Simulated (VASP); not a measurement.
A run of VASP 6.6.1:

The input INCAR:

```
SYSTEM = C
ALGO = Normal
EDIFF = 1E-7
ENCUT = 520
GGA = CA
ISIF = 2
ISMEAR = -1
LASPH = .TRUE.
LCHARG = .TRUE.
LELF = .TRUE.
LREAL = .FALSE.
LVHAR = .TRUE.
LWAVE = .FALSE.
NBANDS = 26
NELM = 80
PREC = Accurate
SIGMA = 0.05
```

KPOINTS

```
k-points
0
G
  12 12 4
  0 0 0
```

Contents of POSCAR:

```
C
1.0
    2.5221000000      0.0000000000      0.0000000000
   -1.2610500000      2.1842026709      0.0000000000
    0.0000000000      0.0000000000      8.2371000000
C
8
Direct
    0.6666666667      0.3333333333      0.8437500000
    0.3333333333      0.6666666667      0.3437500000
    0.6666666667      0.3333333333      0.6562500000
    0.3333333333      0.6666666667      0.1562500000
    0.0000000000      0.0000000000      0.9062500000
    0.0000000000      0.0000000000      0.4062500000
    0.0000000000      0.0000000000      0.5937500000
    0.0000000000      0.0000000000      0.0937500000
```

Potentials or basis: VASP PAW LDA potentials, release 64 (C).

Launch:

```sh
$ cat potpaw_LDA.64/C/POTCAR > POTCAR
$ mpirun -np 1 vasp_std > vasp.out
```

Hardware: 1 thread of Intel Xeon 8259CL, with other jobs on the host.

**Question.** Estimate the wall time of this run.

**Answer.** Run time: 80 s on 1 thread of Intel Xeon 8259CL (shared host), peak memory 0.17 GiB. Counts: scf iterations 12, k points 57.
